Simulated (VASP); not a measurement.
# ZrS (I4/mmm) in VASP: single point with r2SCAN

Aim: the single point of ZrS with r2SCAN.

Everything below comes from runs of VASP 6.6.1. Logs are shortened: lines on timing, memory, paths and dates and some standing lists are left out, and cuts for length are marked.

## (1) The cell of the first run

The structure is tetragonal, space group I4/mmm (No. 139). Conventional cell: a = 4.147 Å, b = 4.147 Å, c = 4.147 Å, α = 90.00°, β = 90.00°, γ = 90.00°. Zr (site symmetry 4/mmm) has 2 S at 2.07 Å within 2.7 Å. S (site symmetry 4/mmm) has 2 Zr at 2.07 Å within 2.7 Å.

## (2) Single point, r2SCAN

POSCAR reads:

```
ZrS
1.0
    0.0000000000      2.9325398778      2.0733056936
    2.9325398778      0.0000000000      2.0733056936
    2.9325398778      2.9325398778      0.0000000000
Zr S
1 1
Direct
    0.0000000000      0.0000000000      0.0000000000
    0.5000000000      0.5000000000      0.5000000000
```

INCAR.step1 reads:

```
SYSTEM = ZrS
PREC = Accurate ; ENCUT = 520
ISMEAR = 0 ; SIGMA = 0.15
LREAL = .FALSE. ; LASPH = .TRUE.
NELM = 60 ; NBANDS = 16
GGA = PE ; ALGO = Normal
EDIFF = 1E-4 ; LWAVE = .TRUE.
LCHARG = .FALSE.
```

INCAR.step2 reads:

```
SYSTEM = ZrS
PREC = Accurate ; ENCUT = 520
EDIFF = 1E-6 ; ISMEAR = 0
SIGMA = 0.15 ; LREAL = .FALSE.
LASPH = .TRUE. ; NELM = 60
ALGO = Normal ; ISIF = 2
LWAVE = .FALSE. ; LCHARG = .FALSE.
METAGGA = R2SCAN ; LMIXTAU = .TRUE.
NBANDS = 16 ; ISTART = 1
```

KPOINTS reads:

```
Automatic mesh
0
G
  22 22 22
  0 0 0
```

Potentials or basis: VASP PAW PBE potentials, release 64 (Zr_sv, S).

On the command line:

```sh
$ cat potpaw_PBE.64/Zr_sv/POTCAR potpaw_PBE.64/S/POTCAR > POTCAR
$ cp INCAR.step1 INCAR
$ mpirun -np 1 vasp_std > vasp.out
$ cp INCAR.step2 INCAR
$ mpirun -np 1 vasp_std > vasp.out
```

OUTCAR:

```text
SYSTEM = ZrS
   PREC = Accurate
   ENCUT = 520
   EDIFF = 1E-6
   ISMEAR = 0
   LREAL = .FALSE.
   LASPH = .TRUE.
   NELM = 60
   ISIF = 2
   METAGGA = R2SCAN
   ISTART = 1

 ion  position               nearest neighbor table
   1  0.000  0.000  0.000-   2 2.07   2 2.07   2 2.93   2 2.93   2 2.93   2 2.93
   2  0.500  0.500  0.500-   1 2.07   1 2.07   1 2.93   1 2.93   1 2.93   1 2.93

  LATTYP: Found a body centered tetragonal cell.
 ALAT       =     4.1472376674
 C/A-ratio  =     0.9998489886

  Lattice vectors:

 A1 = (   0.0000000000,  -2.9325398778,  -2.0733056936)
 A2 = (   0.0000000000,   2.9325398778,  -2.0733056936)
 A3 = (   2.9325398778,   0.0000000000,   2.0733056936)

Analysis of symmetry for initial positions (statically):
=====================================================================
 Subroutine PRICEL returns:
 Original cell was already a primitive cell.

 Routine SETGRP: Setting up the symmetry group for a
 body centered tetragonal supercell.

 Subroutine GETGRP returns: Found 16 space group operations
 (whereof 16 operations were pure point group operations)
 out of a pool of 16 trial point group operations.

The static configuration has the point symmetry D_4h.

Analysis of symmetry for dynamics (positions and initial velocities):
=====================================================================
 Subroutine PRICEL returns:
 Original cell was already a primitive cell.

 Routine SETGRP: Setting up the symmetry group for a
 body centered tetragonal supercell.

 Subroutine GETGRP returns: Found 16 space group operations
 (whereof 16 operations were pure point group operations)
 out of a pool of 16 trial point group operations.

The dynamic configuration has the point symmetry D_4h.

 Subroutine INISYM returns: Found 16 space group operations
 (whereof 16 operations are pure point group operations),
 and found     1 'primitive' translations

----------------------------------------------------------------------------------------

                                     Primitive cell

  volume of cell :      35.6600

  direct lattice vectors                    reciprocal lattice vectors
     0.000000000  2.932539878  2.073305694    -0.170500665  0.170500665  0.241160771
     2.932539878  0.000000000  2.073305694     0.170500665 -0.170500665  0.241160771
     2.932539878  2.932539878  0.000000000     0.170500665  0.170500665 -0.241160771

  length of vectors
     3.591432393  3.591432393  4.147237667     0.341027083  0.341027083  0.341027083

[... 81 lines left out ...]
   LREAL  =      F    real-space projection
   EDIFFG = 0.1E-04   stopping-criterion for IOM
   NSW    =      0    number of steps for IOM
   IBRION =     -1    ionic relax: 0-MD 1-quasi-New 2-CG
   NFREE  =      0    steps in history (QN), initial steepest desc. (CG)
   ISIF   =      2    stress and relaxation
   ISYM   =      2    0-nonsym 1-usesym 2-fastsym
   POTIM  = 0.5000    time-step for ionic-motion
   TEBEG  =    0.0;   TEEND  =   0.0 temperature during run
   PSTRESS=    0.0 pullay stress
   NELECT =      18.0000    total number of electrons
   NUPDOWN=      -1.0000    fix difference up-down
   EMIN   =  10.00;   EMAX   =-10.00  energy-range for DOS
   EFERMI =   0.00;   METHOD = LEGACY
   ISMEAR =     0;   SIGMA  =   0.15  broadening in eV -4-tet -1-fermi 0-gaus
   EFERMI_NEDOS =   21; number of points for ismear=-14 and -15
   IALGO  =     38    algorithm
   IMIX   =      4    mixing-type and parameters
     AMIX     =   0.40;   BMIX     =  1.00
     AMIX_MAG =   1.60;   BMIX_MAG =  1.00
  volume/ion in A,a.u.               =      17.83       120.32
  Fermi-wavevector in a.u.,A,eV,Ry     =   1.303483  2.463225 23.117212  1.699067
  Thomas-Fermi vector in A             =   2.434482
   LORBIT       =      0    0 simple, 1 ext, 2 COOP (PROOUT), +10 PAW based schemes
   METAGGA = R2SCAN    functional components
   LHFCALC =     F    Hartree Fock is set to
   AEXX    =    0.0000 exact exchange contribution
   IVDW    =     0    specifies the selected vdW correction
   LEPSILON=     F    determine dielectric tensor
   LRPA    =     F    only Hartree local field effects (RPA)
 non-spin polarized calculation
 Gauss-broadening in eV      SIGMA  =   0.15
  energy-cutoff  :      520.00
  volume of cell :       35.66
 maximum number of plane-waves:       976
   NGX = 13   NGY = 13   NGZ = 15

 number of electron      18.0000000 magnetization

 Free energy of the ion-electron system (eV)
  ---------------------------------------------------
  ext. energy  EPLUGINS =         0.00000000
  ---------------------------------------------------
  free energy    TOTEN  =       -29.79688113 eV

  energy without entropy =      -29.78061481  energy(sigma->0) =      -29.78874797

 E-fermi :  10.6320     XC(G=0): -11.8469

 val. band max:       10.6304087657   @ k =   0.3636   0.0909   0.2273
 cond. band min:      10.6367934961   @ k =  -0.2727   0.3182   0.0909
 fundamental gap:      0.0063847304
 Fermi energy:        10.6319601330

 k-point     1 :       0.0000    0.0000    0.0000
  band No.  band energies     occupation
      1     -40.4907      2.00000
      2     -18.6383      2.00000
      3     -17.7225      2.00000
      4     -17.7225      2.00000
      5      -6.1563      2.00000
      6       6.6063      2.00000
[... 433 lines left out ...]
      3     -17.8488      2.00000
      4     -17.8335      2.00000
      5      -3.3906      2.00000
      6       2.5214      2.00000
[... 8 lines left out ...]
     15      16.5815      0.00000
     16      19.2971      0.00000

 [... further k-points ...]

------------------------ aborting loop because EDIFF is reached ----------------------------------------

  FORCE on cell =-STRESS in cart. coord.  units (eV):
  Direction    XX          YY          ZZ          XY          YZ          ZX
  --------------------------------------------------------------------------------------
  -------------------------------------------------------------------------------------
  Total       -3.0287083     -3.0287083     42.0504097      0.0000000      0.0000000      0.0000000
  in kB     -136.0776604   -136.0776604   1889.2943466      0.0000000      0.0000000      0.0000000
  external PRESSURE =     539.0463419 kB  Pullay stress =       0.0000000 kB

 VOLUME and BASIS-vectors are now :
 -----------------------------------------------------------------------------
  energy-cutoff  :      520.00
  volume of cell :       35.66
      direct lattice vectors                 reciprocal lattice vectors
     0.000000000  2.932539878  2.073305694    -0.170500665  0.170500665  0.241160771
     2.932539878  0.000000000  2.073305694     0.170500665 -0.170500665  0.241160771
     2.932539878  2.932539878  0.000000000     0.170500665  0.170500665 -0.241160771

 POSITION                                       TOTAL-FORCE (eV/Angst)
 -----------------------------------------------------------------------------------
      0.00000      0.00000      0.00000         0.000000     -0.000000      0.000000
      2.93254      2.93254      2.07331        -0.000000      0.000000     -0.000000
 -----------------------------------------------------------------------------------
    total drift:                                0.000000      0.000000      0.000000

  FREE ENERGIE OF THE ION-ELECTRON SYSTEM (eV)
  ---------------------------------------------------
  free  energy   TOTEN  =       -29.7968811312 eV

  energy  without entropy=      -29.7806148080  energy(sigma->0) =      -29.78874797
```

OSZICAR.step1:

```text
N       E                     dE             d eps       ncg     rms          rms(c)
DAV:   1     0.132723177748E+03    0.13272E+03   -0.96864E+03 26704   0.110E+03
DAV:   2    -0.685379266669E+01   -0.13958E+03   -0.13343E+03 35136   0.284E+02
DAV:   3    -0.124932981158E+02   -0.56395E+01   -0.55886E+01 41408   0.508E+01
DAV:   4    -0.126207049610E+02   -0.12741E+00   -0.12734E+00 34224   0.691E+00
DAV:   5    -0.126230015242E+02   -0.22966E-02   -0.22965E-02 39232   0.774E-01    0.294E+01
DAV:   6    -0.115071534487E+02    0.11158E+01   -0.20350E+00 31736   0.103E+01    0.138E+01
DAV:   7    -0.114468855292E+02    0.60268E-01   -0.42598E-01 35272   0.416E+00    0.484E+00
DAV:   8    -0.114444935281E+02    0.23920E-02   -0.68076E-02 31672   0.186E+00    0.448E-01
DAV:   9    -0.114423566597E+02    0.21369E-02   -0.81754E-03 31552   0.677E-01    0.236E-01
DAV:  10    -0.114423445780E+02    0.12082E-04   -0.11716E-03 31864   0.306E-01    0.942E-02
DAV:  11    -0.114423066413E+02    0.37937E-04   -0.72190E-05 17872   0.694E-02
   1 F= -.11442307E+02 E0= -.11433635E+02  d E =-.173439E-01
```

Wall time 19 min (1 thread of AMD EPYC 9R45 (Zen 5), shared host); peak memory 0.52 GiB.

What came out:

* Free energy: -29.7969 eV
* Pressure: 53.9 GPa
* Band gap on the k mesh: zero (bands 9 and 10 overlap by 3.77 eV)

Caveat: the stress differs along the axes, from -14 to 189 GPa; the PAW data sets were made with another functional, which shifts forces and pressure a little.
